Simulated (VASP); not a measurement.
A run of VASP 6.6.1 is set up as follows.

File INCAR:

```
PREC = Accurate
ENCUT = 520
EDIFF = 1E-6
ISMEAR = 0
SIGMA = 0.05
LREAL = False
LASPH = True
NELM = 100
ALGO = Normal
ISIF = 2
LWAVE = False
LCHARG = False
GGA = PE
NBANDS = 18
```

KPOINTS

```
regular mesh
0
Gamma
  9 9 6
```

Contents of POSCAR:

```
LiF
1.0
    3.1094393350      0.0000000000      0.0000000000
   -1.5547196675      2.6928534557      0.0000000000
    0.0000000000      0.0000000000      4.9539587486
Li F
2 2
Direct
    0.3333333333      0.6666666667      0.3300704633
    0.6666666667      0.3333333333      0.8300704633
    0.3333333333      0.6666666667      0.9939266766
    0.6666666667      0.3333333333      0.4939266766
```

Potentials or basis: VASP PAW PBE potentials, release 64 (Li_sv, F).

Command:

```console
$ cat potpaw_PBE.64/Li_sv/POTCAR potpaw_PBE.64/F/POTCAR > POTCAR
$ mpirun -np 1 vasp_std > vasp.out
```

(1) What does it give for the band gap on the k mesh?

(2) What does it give for the largest force?

Answers

(1) 7.55 eV, direct.

(2) 1.386 eV/Å.

Caveat: forces of over 1 eV/Å act on the atoms, so gaps and moduli don't describe the material at rest.
